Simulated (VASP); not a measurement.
# SnO (P2_1/m) in VASP: a series of runs

The runs below take SnO through single point, with PBE.

All numbers are computed with VASP 6.6.1; they aren't measurements. Logs are shortened: lines on timing, memory, paths and dates and some standing lists are left out, and cuts for length are marked.

## (1) The cell of the first run

It takes space group P2_1/m (No. 11, monoclinic). The conventional cell has a = 3.713 Å, b = 3.713 Å, c = 5.068 Å, α = 90.00°, β = 90.00°, γ = 90.00°. Sn (site symmetry m) has 4 O at 2.13 to 2.25 Å within 2.8 Å. O (site symmetry m) has 4 Sn at 2.13 to 2.25 Å and 4 O at 2.61 to 2.64 Å within 2.8 Å.

## (2) Single point, PBE

INCAR reads:

```
PREC = Accurate
ENCUT = 520
EDIFF = 1E-6
ISMEAR = 0
SIGMA = 0.05
LREAL = False
LASPH = True
NELM = 60
ALGO = Normal
ISIF = 2
LWAVE = False
LCHARG = False
GGA = PE
NBANDS = 28
```

KPOINTS reads:

```
regular mesh
0
Gamma
  10 10 8
```

POSCAR reads:

```
SnO
1.0
    3.7125861900      0.0000000000      0.0000000000
    0.0000000000      3.7125861900      0.0000000000
    0.0000000000      0.0000000000      5.0679375214
Sn O
2 2
Direct
   -0.0215397020      0.5000000000      0.2286909982
    0.5215397020      0.0000000000      0.7713090018
    0.0022927840      0.0000000000      0.0000000000
    0.4977072160      0.5000000000      0.0000000000
```

Potentials or basis: VASP PAW PBE potentials, release 64 (Sn_d, O).

The run is started by

```
$ cat potpaw_PBE.64/Sn_d/POTCAR potpaw_PBE.64/O/POTCAR > POTCAR
$ mpirun -np 1 vasp_std > vasp.out
```

OUTCAR:

```text
PREC = Accurate
   ENCUT = 520
   EDIFF = 1E-6
   ISMEAR = 0
   LREAL = False
   LASPH = True
   NELM = 60
   ISIF = 2
   GGA = PE

 ion  position               nearest neighbor table
   1  0.978  0.500  0.229-   4 2.13   3 2.19   3 2.19   4 2.25   2 3.42   2 3.42   2 3.59   2 3.59
                             2 3.73   2 3.73
   2  0.522  0.000  0.771-   3 2.13   4 2.19   4 2.19   3 2.25   1 3.42   1 3.42   1 3.59   1 3.59
                             1 3.73   1 3.73
   3  0.002  0.000  0.000-   2 2.13   1 2.19   1 2.19   2 2.25
   4  0.498  0.500  0.000-   1 2.13   2 2.19   2 2.19   1 2.25

  LATTYP: Found a simple tetragonal cell.
 ALAT       =     3.7125861900
 C/A-ratio  =     1.3650693242

  Lattice vectors:

 A1 = (   3.7125861900,   0.0000000000,   0.0000000000)
 A2 = (   0.0000000000,   3.7125861900,   0.0000000000)
 A3 = (   0.0000000000,   0.0000000000,   5.0679375214)

Analysis of symmetry for initial positions (statically):
=====================================================================
 Subroutine PRICEL returns:
 Original cell was already a primitive cell.

 Routine SETGRP: Setting up the symmetry group for a
 simple tetragonal supercell.

 Subroutine GETGRP returns: Found  4 space group operations
 (whereof  2 operations were pure point group operations)
 out of a pool of 16 trial point group operations.

The static configuration has the point symmetry C_1h.
 The point group associated with its full space group is C_2h.

Analysis of symmetry for dynamics (positions and initial velocities):
=====================================================================
 Subroutine PRICEL returns:
 Original cell was already a primitive cell.

 Routine SETGRP: Setting up the symmetry group for a
 simple tetragonal supercell.

 Subroutine GETGRP returns: Found  4 space group operations
 (whereof  2 operations were pure point group operations)
 out of a pool of 16 trial point group operations.

The dynamic configuration has the point symmetry C_1h.
 The point group associated with its full space group is C_2h.

 Subroutine INISYM returns: Found  4 space group operations
 (whereof  2 operations are pure point group operations),
 and found     1 'primitive' translations

----------------------------------------------------------------------------------------

                                     Primitive cell

  volume of cell :      69.8529

  direct lattice vectors                    reciprocal lattice vectors
     3.712586190  0.000000000  0.000000000     0.269354016  0.000000000  0.000000000
     0.000000000  3.712586190  0.000000000     0.000000000  0.269354016  0.000000000
     0.000000000  0.000000000  5.067937521     0.000000000  0.000000000  0.197318928

  length of vectors
     3.712586190  3.712586190  5.067937521     0.269354016  0.269354016  0.197318928

  position of ions in fractional coordinates (direct lattice)
     0.978460298  0.500000000  0.228690998
     0.521539702  0.000000000  0.771309002
     0.002292784  0.000000000  0.000000000
     0.497707216  0.500000000  0.000000000

  ion indices of the primitive-cell ions
   primitive index   ion index
                 1           1
                 2           2
                 3           3
                 4           4

----------------------------------------------------------------------------------------

 KPOINTS: regular mesh

Automatic generation of k-mesh.
 Grid dimensions read from file:
 generate k-points for:   10   10    8

 Generating k-lattice:

  Cartesian coordinates                     Fractional coordinates (reciprocal lattice)
     0.026935402  0.000000000  0.000000000     0.100000000  0.000000000  0.000000000
     0.000000000  0.026935402  0.000000000     0.000000000  0.100000000  0.000000000
     0.000000000  0.000000000  0.024664866     0.000000000  0.000000000  0.125000000

  Length of vectors
     0.026935402  0.026935402  0.024664866

  Shift w.r.t. Gamma in fractional coordinates (k-lattice)
     0.000000000  0.000000000  0.000000000

 Subroutine IBZKPT returns following result:
 ===========================================

 Found    252 irreducible k-points:

 Following reciprocal coordinates:
            Coordinates               Weight
  0.000000  0.000000  0.000000      1.000000
  0.100000  0.000000  0.000000      2.000000
  0.000000  0.100000  0.000000      2.000000
  0.200000  0.000000  0.000000      2.000000
  0.000000  0.200000  0.000000      2.000000
  0.300000  0.000000  0.000000      2.000000
[... 16 lines left out ...]
 -0.200000  0.300000  0.000000      4.000000
  0.400000  0.200000  0.000000      4.000000
 [... further k-points ...]
   k-points           NKPTS =    252   k-points in BZ     NKDIM =    252   number of bands    NBANDS=     28
   number of dos      NEDOS =    301   number of ions     NIONS =      4
   total plane-waves  NPLWV =  31360
   dimension x,y,z NGX =    28 NGY =   28 NGZ =   40
   dimension x,y,z NGXF=    56 NGYF=   56 NGZF=   80
   ions per type =               2   2
   NGX,Y,Z   is equivalent  to a cutoff of  12.54, 12.54, 13.12 a.u.
   NGXF,Y,Z  is equivalent  to a cutoff of  25.08, 25.08, 26.24 a.u.
 SYSTEM =  unknown system
   PREC   = accura    normal or accurate (medium, high low for compatibility)
   ISTART =      0    job   : 0-new  1-cont  2-samecut
   ICHARG =      2    charge: 1-file 2-atom 10-const
   ISPIN  =      1    spin polarized calculation?
   LNONCOLLINEAR =      F non collinear calculations
   LSORBIT =      F    spin-orbit coupling
   LASPH  =      T    aspherical Exc in radial PAW
   ENCUT  =  520.0 eV  38.22 Ry    6.18 a.u.   6.90  6.90  9.42*2*pi/ulx,y,z
   NELM   =     60;   NELMIN=  2; NELMDL= -5     # of ELM steps
   EDIFF  = 0.1E-05   stopping-criterion for ELM
   LREAL  =      F    real-space projection
   EDIFFG = 0.1E-04   stopping-criterion for IOM
   NSW    =      0    number of steps for IOM
   IBRION =     -1    ionic relax: 0-MD 1-quasi-New 2-CG
   NFREE  =      0    steps in history (QN), initial steepest desc. (CG)
   ISIF   =      2    stress and relaxation
   ISYM   =      2    0-nonsym 1-usesym 2-fastsym
   POTIM  = 0.5000    time-step for ionic-motion
   TEBEG  =    0.0;   TEEND  =   0.0 temperature during run
   PSTRESS=    0.0 pullay stress
   NELECT =      40.0000    total number of electrons
   NUPDOWN=      -1.0000    fix difference up-down
   EMIN   =  10.00;   EMAX   =-10.00  energy-range for DOS
   EFERMI =   0.00;   METHOD = LEGACY
   ISMEAR =     0;   SIGMA  =   0.05  broadening in eV -4-tet -1-fermi 0-gaus
   EFERMI_NEDOS =   21; number of points for ismear=-14 and -15
   IALGO  =     38    algorithm
   IMIX   =      4    mixing-type and parameters
     AMIX     =   0.40;   BMIX     =  1.00
     AMIX_MAG =   1.60;   BMIX_MAG =  1.00
  volume/ion in A,a.u.               =      17.46       117.85
  Fermi-wavevector in a.u.,A,eV,Ry     =   1.359461  2.569009 25.145388  1.848134
  Thomas-Fermi vector in A             =   2.486207
   LORBIT       =      0    0 simple, 1 ext, 2 COOP (PROOUT), +10 PAW based schemes
   GGA     = PE    functional components
   LHFCALC =     F    Hartree Fock is set to
   AEXX    =    0.0000 exact exchange contribution
   IVDW    =     0    specifies the selected vdW correction
   LEPSILON=     F    determine dielectric tensor
   LRPA    =     F    only Hartree local field effects (RPA)
 non-spin polarized calculation
 Gauss-broadening in eV      SIGMA  =   0.05
  energy-cutoff  :      520.00
  volume of cell :       69.85
 maximum number of plane-waves:      1908
   NGX = 13   NGY = 13   NGZ = 19

 number of electron      40.0000000 magnetization

 Free energy of the ion-electron system (eV)
  ---------------------------------------------------
  ext. energy  EPLUGINS =         0.00000000
  ---------------------------------------------------
  free energy    TOTEN  =       -22.48492942 eV

  energy without entropy =      -22.48488640  energy(sigma->0) =      -22.48490791

 E-fermi :   7.5278     XC(G=0): -10.2211

 val. band max:        7.4709927772   @ k =   0.0000   0.0000   0.0000
 cond. band min:       7.5840374111   @ k =   0.5000   0.5000   0.0000
 fundamental gap:      0.1130446339
 Fermi energy:         7.5278144776

 k-point     1 :       0.0000    0.0000    0.0000
  band No.  band energies     occupation
      1     -14.8826      2.00000
      2     -14.3569      2.00000
      3     -14.3494      2.00000
      4     -14.3288      2.00000
      5     -14.2729      2.00000
      6     -14.2606      2.00000
[... 20 lines left out ...]
     27      14.3830      0.00000
     28      14.7489      0.00000

 k-point     2 :       0.1000    0.0000    0.0000
  band No.  band energies     occupation
      1     -14.8787      2.00000
      2     -14.3739      2.00000
      3     -14.3433      2.00000
      4     -14.3269      2.00000
      5     -14.2752      2.00000
      6     -14.2712      2.00000
[... 20 lines left out ...]
     27      14.5462      0.00000
     28      15.7237      0.00000

 k-point     3 :       0.0000    0.1000    0.0000
  band No.  band energies     occupation
      1     -14.8784      2.00000
      2     -14.3734      2.00000
      3     -14.3492      2.00000
      4     -14.3273      2.00000
      5     -14.2754      2.00000
      6     -14.2704      2.00000
[... 20 lines left out ...]
     27      14.5957      0.00000
     28      15.6862      0.00000

 k-point     4 :       0.2000    0.0000    0.0000
  band No.  band energies     occupation
      1     -14.8682      2.00000
      2     -14.4664      2.00000
      3     -14.3268      2.00000
      4     -14.3219      2.00000
      5     -14.3054      2.00000
      6     -14.2811      2.00000
[... 20 lines left out ...]
     27      14.7667      0.00000
     28      17.4417      0.00000

 k-point     5 :       0.0000    0.2000    0.0000
  band No.  band energies     occupation
      1     -14.8667      2.00000
      2     -14.4742      2.00000
      3     -14.3351      2.00000
      4     -14.3225      2.00000
      5     -14.2956      2.00000
      6     -14.2817      2.00000
[... 20 lines left out ...]
     27      14.8154      0.00000
     28      17.4008      0.00000

 k-point     6 :       0.3000    0.0000    0.0000
  band No.  band energies     occupation
      1     -14.8524      2.00000
      2     -14.5848      2.00000
      3     -14.3155      2.00000
      4     -14.3121      2.00000
      5     -14.3034      2.00000
      6     -14.2886      2.00000
[... 463 lines left out ...]
      5     -14.2990      2.00000
      6     -14.2806      2.00000
[... 20 lines left out ...]
     27      16.4971      0.00000
     28      16.6902      0.00000

 k-point    22 :       0.3000    0.2000    0.0000
  band No.  band energies     occupation
      1     -14.8526      2.00000
      2     -14.6570      2.00000
      3     -14.3205      2.00000
      4     -14.3069      2.00000
      5     -14.2957      2.00000
      6     -14.2857      2.00000
[... 20 lines left out ...]
     27      15.5482      0.00000
     28      16.3576      0.00000

 k-point    23 :      -0.2000    0.3000    0.0000
  band No.  band energies     occupation
      1     -14.8497      2.00000
      2     -14.6629      2.00000
      3     -14.3206      2.00000
      4     -14.3068      2.00000
      5     -14.2951      2.00000
      6     -14.2862      2.00000
[... 20 lines left out ...]
     27      15.5561      0.00000
     28      16.3609      0.00000

 k-point    24 :       0.4000    0.2000    0.0000
  band No.  band energies     occupation
      1     -14.8414      2.00000
      2     -14.7261      2.00000
      3     -14.3105      2.00000
      4     -14.3021      2.00000
      5     -14.2919      2.00000
      6     -14.2894      2.00000
[... 20 lines left out ...]
     27      15.0712      0.00000
     28      15.8640      0.00000

 [... further k-points ...]

------------------------ aborting loop because EDIFF is reached ----------------------------------------

  FORCE on cell =-STRESS in cart. coord.  units (eV):
  Direction    XX          YY          ZZ          XY          YZ          ZX
  --------------------------------------------------------------------------------------
  -------------------------------------------------------------------------------------
  Total        4.9475953      4.7130973      2.7698089      0.0000000      0.0000000      1.1632354
  in kB      113.4802836    108.1017307     63.5295897      0.0000000      0.0000000     26.6804928
  external PRESSURE =      95.0372013 kB  Pullay stress =       0.0000000 kB

 VOLUME and BASIS-vectors are now :
 -----------------------------------------------------------------------------
  energy-cutoff  :      520.00
  volume of cell :       69.85
      direct lattice vectors                 reciprocal lattice vectors
     3.712586190  0.000000000  0.000000000     0.269354016  0.000000000  0.000000000
     0.000000000  3.712586190  0.000000000     0.000000000  0.269354016  0.000000000
     0.000000000  0.000000000  5.067937521     0.000000000  0.000000000  0.197318928

 POSITION                                       TOTAL-FORCE (eV/Angst)
 -----------------------------------------------------------------------------------
      3.63262      1.85629      1.15899         0.593708      0.000000      1.176691
      1.93626      0.00000      3.90895        -0.593708      0.000000     -1.176691
      0.00851      0.00000      0.00000         0.193367      0.000000      0.071987
      1.84778      1.85629      0.00000        -0.193367      0.000000     -0.071987
 -----------------------------------------------------------------------------------
    total drift:                                0.000000     -0.000000      0.000000

  FREE ENERGIE OF THE ION-ELECTRON SYSTEM (eV)
  ---------------------------------------------------
  free  energy   TOTEN  =       -22.4849294169 eV

  energy  without entropy=      -22.4848864013  energy(sigma->0) =      -22.48490791
```

Wall time 10 min (1 thread of AMD EPYC 7R13 (Zen 3), shared host); peak memory 0.44 GiB.

Results:

| Quantity | Value |
| --- | --- |
| Free energy | -22.4849 eV |
| Pressure | 9.5 GPa |
| Largest force | 1.318 eV/Å |
| Band gap on the k mesh | 0.11 eV, indirect (least direct gap 2.05 eV) |

Forces on the atoms (eV/Å):
```
Sn   0.594  0.000  1.177
Sn  -0.594  0.000 -1.177
O    0.193  0.000  0.072
O   -0.193  0.000 -0.072
```

Stress tensor (GPa, compression positive):
```
11.35  0.00  2.67
 0.00 10.81  0.00
 2.67  0.00  6.35
```

Caveat: spin-orbit coupling is left out, which moves the levels of the heavy elements; forces of over 1 eV/Å act on the atoms, so gaps and moduli don't describe the material at rest. A k mesh can miss the band edges.

[end of part 1 of 2]
